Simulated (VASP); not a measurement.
# LiTi36O72 (a cell with a defect) in VASP: single point with PBE

Aim: the single point of LiTi36O72 (a cell with a defect) with PBE.

All numbers are computed with VASP 6.6.1; they aren't measurements. Logs are shortened: lines on timing, memory, paths and dates and some standing lists are left out, and cuts for length are marked.

## (1) The cell of the first run

The cell holds a defect, 109 atoms: a = 11.396 Å, b = 11.396 Å, c = 11.091 Å, α = 110.03°, β = 110.03°, γ = 90.00°.

## (2) Single point, PBE

Contents of INCAR:

```
PREC = Accurate ; ENCUT = 520
EDIFF = 1E-6 ; ISMEAR = -1
SIGMA = 0.01 ; LREAL = Auto
LASPH = T ; NELM = 100
ALGO = Normal ; ISIF = 2
LWAVE = F ; LCHARG = F
GGA = PE ; NELECT = 866.0
NBANDS = 494
```

Contents of KPOINTS:

```
Automatic mesh
0
Gamma
  1 1 1
```

Contents of POSCAR:

```
LiTi36O72
1.0
    0.0000000000    -11.3955101200      0.0000000000
   11.3955101200      0.0000000000      0.0000000000
   -3.7985033700      3.7985033700      9.7031425200
Ti O Li
36 72 1
Direct
    0.0005769465     -0.0006838162      0.0007768727
    0.2505945302      0.0836053711      0.2479495372
   -0.0046724235     -0.0051896392      0.4992908662
    0.2492422930      0.0823164451      0.7505255132
    0.0003545743      0.3326126081     -0.0006918464
    0.2485906225      0.4168570599      0.2470096930
[... 101 lines left out ...]
    0.9312392631      0.9312184799      0.7942446521
    0.1661207682      0.1665530727      0.4990617275
```

Potentials or basis: VASP PAW PBE potentials, release 64 (Ti_sv, O, Li_sv).

The run is started by

```console
cat potpaw_PBE.64/Ti_sv/POTCAR potpaw_PBE.64/O/POTCAR potpaw_PBE.64/Li_sv/POTCAR > POTCAR
mpirun -np 1 vasp_gam > vasp.out
```

OUTCAR:

```text
PREC = Accurate
   ENCUT = 520
   EDIFF = 1E-6
   ISMEAR = -1
   LREAL = Auto
   LASPH = T
   NELM = 100
   ISIF = 2
   GGA = PE
   NELECT = 866.0

 ion  position               nearest neighbor table
   1  0.001  0.999  0.001- 105 1.93  39 1.94  87 1.95  89 1.96 108 2.00  38 2.03
   2  0.251  0.084  0.248-  62 1.94  40 1.94  38 1.95  56 1.96  39 1.99  37 2.03
   3  0.995  0.995  0.499- 101 1.89  91 1.90  43 1.99 104 2.00  85 2.00  42 2.01 109 2.76
   4  0.249  0.082  0.751-  60 1.94  42 1.94  44 1.95  66 1.96  41 1.99  43 2.03
   5  0.000  0.333  0.999-  47 1.93  89 1.93  97 1.95  95 1.95  46 2.01  92 2.01
   6  0.249  0.417  0.247-  46 1.93  48 1.94  70 1.95  40 1.96  47 1.99  45 2.03
   7  0.995  0.338  0.499-  93 1.90  99 1.90  51 1.99  85 1.99  50 2.01  88 2.01 109 2.76
   8  0.249  0.420  0.750-  52 1.92  50 1.94  44 1.96  74 1.96  49 1.98  51 2.03
   9  0.000  0.667  0.999-  55 1.94 105 1.94  97 1.95 103 1.95 100 2.00  54 2.02
  10  0.248  0.750  0.247-  54 1.93  56 1.94  48 1.95  78 1.95  55 1.99  53 2.03
  11  0.000  0.666  0.500-  93 1.93  59 1.94 101 1.94 107 1.95  58 2.00  96 2.01
  12  0.249  0.750  0.748-  58 1.94  60 1.94  52 1.94  82 1.95  59 2.00  57 2.03
  13  0.334  0.999  0.999-  63 1.93  57 1.93  41 1.97  39 1.97  60 2.01  62 2.01
[... 93 lines left out ...]
 107  0.847  0.681  0.542-  35 1.94  11 1.95  36 2.01
 108  0.931  0.931  0.794-  36 1.93  28 1.95   1 2.00
 109  0.166  0.167  0.499-  43 1.88  37 1.88  85 1.88  51 1.88   7 2.76   3 2.76

  LATTYP: Found a base centered monoclinic cell.
 ALAT       =    16.1156849619
 B/A-ratio  =     1.0000000000
 C/A-ratio  =     0.6882057812
 COS(beta)  =    -0.4843512539

  Lattice vectors:

 A1 = (   0.0000000000, -11.3955101200,   0.0000000000)
 A2 = (  11.3955101200,   0.0000000000,   0.0000000000)
 A3 = (  -3.7985033700,   3.7985033700,   9.7031425200)

Analysis of symmetry for initial positions (statically):
=====================================================================
 Subroutine PRICEL returns:
 Original cell was already a primitive cell.

 Routine SETGRP: Setting up the symmetry group for a
 base centered monoclinic supercell.

 Subroutine GETGRP returns: Found  1 space group operations
 (whereof  1 operations were pure point group operations)
 out of a pool of  4 trial point group operations.

The static configuration has the point symmetry C_1 .

Analysis of symmetry for dynamics (positions and initial velocities):
=====================================================================
[... 292 lines left out ...]
   NFREE  =      0    steps in history (QN), initial steepest desc. (CG)
   ISIF   =      2    stress and relaxation
   ISYM   =      2    0-nonsym 1-usesym 2-fastsym
   POTIM  = 0.5000    time-step for ionic-motion
   TEBEG  =    0.0;   TEEND  =   0.0 temperature during run
   PSTRESS=    0.0 pullay stress
   NELECT =     866.0000    total number of electrons
   NUPDOWN=      -1.0000    fix difference up-down
   EMIN   =  10.00;   EMAX   =-10.00  energy-range for DOS
   EFERMI =   0.00;   METHOD = LEGACY
   ISMEAR =    -1;   SIGMA  =   0.01  broadening in eV -4-tet -1-fermi 0-gaus
   EFERMI_NEDOS =   21; number of points for ismear=-14 and -15
   IALGO  =     38    algorithm
   IMIX   =      4    mixing-type and parameters
     AMIX     =   0.40;   BMIX     =  1.00
     AMIX_MAG =   1.60;   BMIX_MAG =  1.00
  volume/ion in A,a.u.               =      11.56        78.01
  Fermi-wavevector in a.u.,A,eV,Ry     =   1.444733  2.730149 28.398792  2.087252
  Thomas-Fermi vector in A             =   2.562994
   LORBIT       =      0    0 simple, 1 ext, 2 COOP (PROOUT), +10 PAW based schemes
   GGA     = PE    functional components
   LHFCALC =     F    Hartree Fock is set to
   AEXX    =    0.0000 exact exchange contribution
   IVDW    =     0    specifies the selected vdW correction
   LEPSILON=     F    determine dielectric tensor
   LRPA    =     F    only Hartree local field effects (RPA)
 non-spin polarized calculation
  energy-cutoff  :      520.00
  volume of cell :     1260.03
 maximum number of plane-waves:     16944
 NGX is ok and might be reduce to    90
   NGX = 43   NGY = 43   NGZ = 41

 number of electron     865.9999859 magnetization

 Free energy of the ion-electron system (eV)
  ---------------------------------------------------
  ext. energy  EPLUGINS =         0.00000000
  ---------------------------------------------------
  free energy    TOTEN  =      -979.06066521 eV

  energy without entropy =     -979.06066521  energy(sigma->0) =     -979.06066521

 E-fermi :   3.4303     XC(G=0): -10.6080

 val. band max:        3.1135856665   @ k =   0.0000   0.0000   0.0000
 cond. band min:       5.3206319672   @ k =   0.0000   0.0000   0.0000
 fundamental gap:      2.2070463007
 Fermi energy:         3.4302979792

 k-point     1 :       0.0000    0.0000    0.0000
  band No.  band energies     occupation
      1     -53.2643      2.00000
      2     -53.2574      2.00000
      3     -53.2571      2.00000
      4     -53.2527      2.00000
      5     -53.2523      2.00000
      6     -53.2511      2.00000
[... 437 lines left out ...]
    444       6.2208      0.00000
    445       6.2215      0.00000
 [bands above 445 left out]

------------------------ aborting loop because EDIFF is reached ----------------------------------------

  FORCE on cell =-STRESS in cart. coord.  units (eV):
  Direction    XX          YY          ZZ          XY          YZ          ZX
  --------------------------------------------------------------------------------------
  -------------------------------------------------------------------------------------
  Total       -4.8135803     -4.7452198     -1.5630335     -0.1455244      0.3951034     -0.4059180
  in kB       -6.1206683     -6.0337452     -1.9874624     -0.1850404      0.5023904     -0.5161417
  external PRESSURE =      -4.7139586 kB  Pullay stress =       0.0000000 kB

 VOLUME and BASIS-vectors are now :
 -----------------------------------------------------------------------------
  energy-cutoff  :      520.00
  volume of cell :     1260.03
      direct lattice vectors                 reciprocal lattice vectors
     0.000000000-11.395510120  0.000000000     0.000000000 -0.087753860  0.034353132
    11.395510120  0.000000000  0.000000000     0.087753860  0.000000000  0.034353132
    -3.798503370  3.798503370  9.703142520     0.000000000  0.000000000  0.103059395

 POSITION                                       TOTAL-FORCE (eV/Angst)
 -----------------------------------------------------------------------------------
     11.38477     -0.00362      0.00754         0.005395      0.001842      0.007319
      0.01089     -1.91382      2.40589        -0.006670      0.004222      0.001892
      9.43981     -9.44571      4.84469         0.021294     -0.018992     -0.006169
     -1.91284      0.01063      7.28246        -0.007454     -0.001915      0.003922
     -0.00559      3.79183      9.69643         0.002557      0.004632     -0.004229
      3.81203     -1.89455      2.39677         0.002908     -0.006292      0.009260
[... 101 lines left out ...]
      7.59477     -7.59501      7.70667         0.004664     -0.001393     -0.016888
      0.00227      0.00266      4.84247         0.001502     -0.009014      0.003165
 -----------------------------------------------------------------------------------
    total drift:                                0.050404      0.026459     -0.033013

  FREE ENERGIE OF THE ION-ELECTRON SYSTEM (eV)
  ---------------------------------------------------
  free  energy   TOTEN  =      -979.0606652077 eV

  energy  without entropy=     -979.0606652077  energy(sigma->0) =     -979.06066521
```

Wall time 37 min (1 thread of Oxide Virtual Turin-like, shared host); peak memory 1.4 GiB.

Results:

- Free energy: -979.0607 eV
- Largest force: 0.038 eV/Å

Forces in eV/Å, atoms in the order of the input:
```
Ti   0.005  0.002  0.007
Ti  -0.007  0.004  0.002
Ti   0.021 -0.019 -0.006
Ti  -0.007 -0.002  0.004
Ti   0.003  0.005 -0.004
Ti   0.003 -0.006  0.009
Ti  -0.026 -0.027 -0.007
Ti   0.000 -0.001 -0.002
Ti   0.000  0.003  0.004
Ti   0.000 -0.011  0.004
Ti   0.008  0.004  0.000
Ti   0.006 -0.006  0.000
Ti   0.009  0.007  0.003
Ti  -0.006 -0.006 -0.008
Ti   0.013  0.018 -0.008
Ti  -0.006 -0.004  0.000
Ti  -0.002 -0.002  0.003
Ti   0.001  0.004 -0.005
Ti  -0.020  0.025 -0.005
Ti  -0.006 -0.002  0.002
Ti   0.007  0.001  0.002
Ti  -0.002 -0.010 -0.006
Ti   0.005  0.009  0.000
Ti  -0.001 -0.014  0.002
Ti   0.005  0.012  0.007
Ti  -0.002 -0.001  0.003
Ti   0.005  0.002  0.004
Ti  -0.008  0.000  0.002
Ti  -0.002  0.008 -0.005
Ti   0.001 -0.001  0.008
Ti  -0.002  0.006  0.005
Ti  -0.002 -0.001  0.004
Ti   0.002  0.004 -0.002
Ti  -0.004 -0.003  0.001
Ti   0.006  0.007  0.000
Ti   0.007  0.012 -0.007
O    0.000 -0.009  0.018
O    0.000  0.006  0.027
O    0.000 -0.003 -0.026
O    0.003 -0.003 -0.016
O   -0.003  0.001  0.022
O   -0.002  0.000  0.015
O   -0.013  0.000 -0.016
O    0.005  0.000 -0.026
O    0.009 -0.002  0.012
O    0.000  0.006  0.018
O    0.000 -0.001 -0.026
O    0.001  0.000 -0.015
O    0.001  0.000  0.023
O   -0.003  0.003  0.017
O    0.016 -0.002 -0.014
O   -0.001 -0.001 -0.014
O   -0.016  0.000  0.013
O   -0.002  0.007  0.017
O   -0.001 -0.002 -0.026
O    0.006 -0.004 -0.017
O   -0.004  0.000  0.014
O    0.000  0.003  0.018
O    0.000 -0.002 -0.026
O    0.000  0.000 -0.017
O   -0.003  0.000  0.024
O    0.000  0.003  0.019
O    0.001 -0.004 -0.018
O    0.007 -0.001 -0.020
O   -0.004 -0.003  0.025
O   -0.001  0.008  0.016
O    0.001 -0.015 -0.017
O    0.006 -0.001 -0.017
O   -0.003  0.001  0.020
O   -0.003  0.010  0.018
O    0.002 -0.005 -0.022
O    0.004 -0.002 -0.019
O   -0.001 -0.001  0.025
O   -0.002  0.006  0.019
O   -0.001 -0.016 -0.015
O    0.000  0.000 -0.018
O   -0.004 -0.001  0.022
O    0.000  0.006  0.021
O   -0.002 -0.006 -0.022
O    0.002 -0.002 -0.020
O   -0.006 -0.001  0.019
O   -0.002  0.005  0.018
O   -0.002 -0.002 -0.023
O    0.002 -0.001 -0.020
O    0.000  0.016  0.015
O    0.000  0.000  0.020
O    0.000 -0.002 -0.022
O    0.005 -0.003 -0.018
O   -0.003  0.000  0.025
O    0.001  0.002  0.014
O    0.001  0.010 -0.015
O    0.005  0.001 -0.015
O    0.007  0.001  0.011
O    0.001 -0.001  0.020
O   -0.001 -0.002 -0.023
O    0.005 -0.001 -0.014
O   -0.002 -0.002  0.027
O   -0.001  0.003  0.012
O   -0.001  0.006 -0.014
O    0.000  0.001 -0.018
O   -0.014  0.000  0.013
O    0.000 -0.003  0.019
O    0.000 -0.004 -0.022
O    0.006 -0.003 -0.017
O   -0.007 -0.002  0.017
O    0.000  0.003  0.019
O   -0.002 -0.004 -0.020
O    0.005 -0.001 -0.017
Li   0.002 -0.009  0.003
```

Levels at points of the mesh, in eV from the Fermi level:
```
           k point  band 431  band 432  band 433  band 434  band 435  band 436
(0.00, 0.00, 0.00)     -0.35     -0.32     -0.32      1.89      2.20      2.21
```

Caveat: the k points lie up to 0.65 Å⁻¹ apart; the cell carries a net charge on a neutralising background, which shifts energy and pressure; the cell is charged against a uniform background, so pressure and absolute levels hang on convention; the cutoff is under 1.25 times the usual one of these potentials, so pressure, stress and relaxed cells hold a basis-set (Pulay) error.
